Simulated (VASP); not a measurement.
Input of a VASP 6.6.1 run:

INCAR

```
SYSTEM = InSb
PREC = Accurate
ENCUT = 520
EDIFF = 1E-6
ISMEAR = -1
SIGMA = 0.03
LREAL = .False.
LASPH = .True.
NELM = 60
ALGO = Normal
ISIF = 2
LWAVE = .False.
LCHARG = .False.
GGA = PE
NBANDS = 16
```

File KPOINTS:

```
Automatic mesh
0
Gamma
  10 10 10
  0 0 0
```

Contents of POSCAR:

```
InSb
1.0
    0.0000000000      3.2067090000      3.2391000000
    3.2067090000      0.0000000000      3.2391000000
    3.2067090000      3.2067090000      0.0000000000
In Sb
1 1
Direct
    0.0000000000      0.0000000000      0.0000000000
    0.7500000000      0.7500000000      0.7500000000
```

Potentials or basis: VASP PAW PBE potentials, release 64 (In_d, Sb).

Run with:

```console
$ cat potpaw_PBE.64/In_d/POTCAR potpaw_PBE.64/Sb/POTCAR > POTCAR
$ mpirun -np 1 vasp_std > vasp.out
```

Question: What does it give for the pressure?

Answer: 4.2 GPa.

Question: Predict the band gap on the k mesh.

Answer: Zero (filled and empty bands touch).

Stress tensor (GPa, compression positive):
```
4.28 0.00 0.00
0.00 4.28 0.00
0.00 0.00 4.02
```

Caveat: the cell differs from its parent crystal (equal xx and yy strain of -1 %); the cell stands under pressure; semilocal functionals underestimate gaps, and a narrow one can read as zero; spin-orbit coupling is left out, which moves the levels of the heavy elements.
